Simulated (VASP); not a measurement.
Write the native input for VASP 6.6.1 that does the following.

| Quantity | Value |
| --- | --- |
| Task | single point |
| Functional | r2SCAN |
| Potentials or basis | VASP PAW PBE potentials, release 64 (C) |
| Cutoff | 520 eV |
| k mesh | 18 × 18 × 18 |
| Occupations | gaussian, width 0.02 eV |
| Spin | no spin polarisation |
| Dipole correction | no |
| Further INCAR settings | ALGO = Normal; EDIFF = 1e-07; NBANDS = 11 |

C:

```
C
1.0
     1.22792    0.70894    3.51908
    -1.22792    0.70894    3.51908
     0.00000   -1.41788    3.51908
C
2
Direct
  0.83336 0.83336 0.83336
  0.16664 0.16664 0.16664
```

The input as run:

POSCAR

```
C
1.0
    1.2279165268      0.7089379373      3.5190784050
   -1.2279165268      0.7089379373      3.5190784050
    0.0000000000     -1.4178758746      3.5190784050
C
2
Direct
    0.8333575719      0.8333575719      0.8333575719
    0.1666424281      0.1666424281      0.1666424281
```

INCAR.step1

```
SYSTEM = C
  PREC = Accurate
  ENCUT = 520
  ISMEAR = 0
  SIGMA = 0.02
  LREAL = .FALSE.
  LASPH = .TRUE.
  NELM = 80
  NBANDS = 11
  GGA = PE
  ALGO = Normal
  EDIFF = 1E-4
  LWAVE = .TRUE.
  LCHARG = .FALSE.
```

INCAR.step2

```
SYSTEM = C
  PREC = Accurate
  ENCUT = 520
  EDIFF = 1E-7
  ISMEAR = 0
  SIGMA = 0.02
  LREAL = .FALSE.
  LASPH = .TRUE.
  NELM = 80
  ALGO = Normal
  ISIF = 2
  LWAVE = .FALSE.
  LCHARG = .FALSE.
  METAGGA = R2SCAN
  LMIXTAU = .TRUE.
  NBANDS = 11
  ISTART = 1
```

KPOINTS

```
regular mesh
0
G
  18 18 18
  0 0 0
```

Potentials or basis: VASP PAW PBE potentials, release 64 (C).

The run is started by

```console
$ cat potpaw_PBE.64/C/POTCAR > POTCAR
$ cp INCAR.step1 INCAR
$ mpirun -np 1 vasp_std > vasp.out
$ cp INCAR.step2 INCAR
$ mpirun -np 1 vasp_std > vasp.out
```

It gave:

```json
{
  "Pressure": "0.7 GPa",
  "Band gap on the k mesh": "0.52 eV, direct"
}
```

Caveat: the PAW data sets were made with another functional, which shifts forces and pressure a little.

Run time: 8.6 min on 1 thread of Intel(R) Xeon(R) Platinum 8488C (Sapphire Rapids), on a shared host, peak memory 0.22 GiB.
